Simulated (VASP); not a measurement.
The system is KF (Carobbiite).

```xyz
2
Lattice="0.0000 2.6590 2.6590 2.6590 0.0000 2.6590 2.6590 2.6590 0.0000" Properties=species:S:1:pos:R:3 pbc="T T T"
K     0.0000    0.0000    0.0000
F     2.6590    2.6590    2.6590
```

Base run:

* Program: VASP 6.6.1
* Functional: r2SCAN
* Potentials or basis: VASP PAW PBE potentials, release 64 (K_sv, F)
* Cutoff: 520 eV
* k mesh: 8 × 8 × 8
* Occupations: gaussian, width 0.01 eV
* Spin: no spin polarisation

Its results: band gap on the k mesh 6.91 eV, direct; pressure 0.0 GPa.

Q: The run is repeated on the same cell with these changes: functional from r2SCAN to PBE; k mesh from 8 × 8 × 8 to 4 × 4 × 4. What comes out?

A: Band gap on the k mesh 6.24 eV, direct; pressure 2.0 GPa.

Several settings changed at once, so the effect can't be laid on one alone.

Caveats: some runs use coarse meshes; the PAW data sets were made with another functional, which shifts forces and pressure a little (some runs).

A k mesh can miss the band edges.
